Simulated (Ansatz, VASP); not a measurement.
CrO2 in VASP and in Ansatz

Contents of INCAR:

```
SYSTEM = CrO2
PREC = Accurate
ENCUT = 600
EDIFF = 1E-6
ISMEAR = 0
SIGMA = 0.05
LREAL = .False.
LASPH = .True.
NELM = 200
ALGO = Normal
ISIF = 2
LWAVE = .False.
LCHARG = .False.
ISPIN = 2
MAGMOM = 2 2 0 0 0 0
LORBIT = 11
LMAXMIX = 4
LDAU = .True.
LDAUTYPE = 2
LDAUL = 2 -1
LDAUU = 3.7 0
LDAUJ = 0 0
LDAUPRINT = 1
GGA = PE
NBANDS = 39
GGA_COMPAT = .False.
```

File KPOINTS:

```
regular mesh
0
Gamma
  4 4 6
  0 0 0
```

POSCAR

```
CrO2
1.0
    4.4210000000      0.0000000000      0.0000000000
    0.0000000000      4.4210000000      0.0000000000
    0.0000000000      0.0000000000      2.9170000000
Cr O
2 4
Direct
    0.0000000000      0.0000000000      0.0000000000
    0.5000000000      0.5000000000      0.5000000000
    0.3010000000      0.3010000000      0.0000000000
    0.1990000000      0.8010000000      0.5000000000
    0.6990000000      0.6990000000      0.0000000000
    0.8010000000      0.1990000000      0.5000000000
```

Input for Ansatz:

```yaml
crystal:
  lattice:
    - [4.421, 0.0, 0.0]
    - [0.0, 4.421, 0.0]
    - [0.0, 0.0, 2.917]
  atoms:
    - { symbol: Cr, position: [0.0, 0.0, 0.0], spin: 2.0 }
    - { symbol: Cr, position: [0.5, 0.5, 0.5], spin: 2.0 }
    - { symbol: O, position: [0.301, 0.301, 0.0] }
    - { symbol: O, position: [0.199, 0.801, 0.5] }
    - { symbol: O, position: [0.699, 0.699, 0.0] }
    - { symbol: O, position: [0.801, 0.199, 0.5] }
basis:
  ecutwfc: 420
  ecutrho_ratio: 4
kpoints:
  mp_grid: { grid: [4, 4, 6] }
hamiltonian:
  xc: pbe
  hubbard: { sites: [{ species: Cr, l: d, u_eff: 3.7 }] }
scf:
  occupations: { method: gaussian, width: 0.05 }
  lower_state_search: "off"
output:
  forces: true
  stress: true
  eigenvalues: true
  populations: true
  hubbard: { sites: [{ species: Cr, l: d }] }
magnetization:
  spin_polarized: true
checkpoint:
  read: start.run
  write: ck
  compress: false
  write_wavefunctions: false
  write_every: 100000
```

Alike in both runs: task single point; functional PBE; k mesh 4 × 4 × 6; occupations gaussian, width 0.05 eV; collinear spin; Hubbard terms Cr d U = 3.7 eV.

|  | VASP | Ansatz |
| --- | --- | --- |
| version | VASP 6.6.1 | Ansatz 0.2.0 |
| potentials or method | VASP PAW PBE potentials, release 64 (Cr_sv, O), cutoff 600 eV | scalar-relativistic, plane waves, PAW |
| valence electrons in the cell | 52 | 52 |

```csv
,VASP,Ansatz,Ansatz less VASP
gap on the k mesh at the Fermi level (eV),none,none,-
pressure (GPa),6.7,9.7,+2.97
"traceless stress, the component that is largest in VASP (GPa)",2.17,2.21,+0.048
rms of the force components (eV/Å),0.036,0.040,+0.0033
net moment per atom (μB),0.67,0.67,0.000
size of the moment on the site where the two differ most (μB),2.15,1.99,-0.160
```

Site moments also hang on the region over which each program counts them. The programs project onto different local orbitals, so the same U acts differently, and such runs can settle in different states. Atom by atom the forces differ by 0.076 eV/Å (rms over components). A gap of «none» marks a metal or a gap that the smearing closes. Ansatz's warnings: filled band counts differ across k points.
